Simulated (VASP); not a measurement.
Set up this calculation in VASP 6.6.1, as the native input.

```
Task                   : single point
Functional             : PBE
Potentials or basis    : VASP PAW PBE potentials, release 64 (C)
Cutoff                 : 520 eV
k mesh                 : 18 × 18 × 6
Occupations            : gaussian, width 0.02 eV
Spin                   : no spin polarisation
Dipole correction      : no
Further INCAR settings : ALGO = Normal; EDIFF = 1e-07; NBANDS = 8
```

The structure of C lies in POSCAR:

```
C
1.0
    0.6407044482     -4.2853374641      0.0000000000
    0.6407044482      4.2853374641      0.0000000000
    0.0000000000      0.0000000000      4.2910227283
C
1
Direct
    0.0000000000      0.0000000000      0.0000000000
```

The input as run:

INCAR

```
ALGO = Normal
EDIFF = 1E-7
ENCUT = 520
GGA = PE
ISIF = 2
ISMEAR = 0
LASPH = True
LCHARG = False
LREAL = False
LWAVE = False
NBANDS = 8
NELM = 80
PREC = Accurate
SIGMA = 0.02
```

KPOINTS

```
k-points
0
Gamma
  18 18 6
```

Potentials or basis: VASP PAW PBE potentials, release 64 (C).

Run with:

```bash
$ cat potpaw_PBE.64/C/POTCAR > POTCAR
$ mpirun -np 1 vasp_std > vasp.out
```

Results of the run:

* Pressure: -0.1 GPa
* Band gap on the k mesh: zero (band 2 reaches 7.36 eV, above the bottom of band 3 at -7.25 eV)

Run time: 31 s on 1 thread of Intel(R) Xeon(R) 6975P-C (Granite Rapids), on a shared host, peak memory 0.2 GiB.
